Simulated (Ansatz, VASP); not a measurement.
One calculation of Si, two programs

```
Si
1.0
     0.00000    1.93565    1.93565
     1.93565    0.00000    1.93565
     1.93565    1.93565    0.00000
Si
1
Direct
  0.00000 0.00000 0.00000
```

Alike in both runs: functional PBE; k mesh 17 × 17 × 17; occupations fermi-dirac, width 0.05 eV; no spin polarisation.

Ansatz relaxed the structure, and its values are those at the end. VASP's run is a single point on that final structure, the one shown.

```csv
,VASP,Ansatz
version,VASP 6.6.1,Ansatz 0.2.0
potentials or method,"VASP PAW PBE potentials, release 64 (Si)","PAW with Ansatz's default frozen-core files, scalar-relativistic"
plane-wave cutoff (eV),500,420
valence electrons in the cell,4,4
```

```tsv
	VASP	Ansatz	Ansatz less VASP
pressure (GPa)	-0.1	0.0	+0.03
```

With one functional, cell and mesh, what is left measures potentials, basis and numerics.
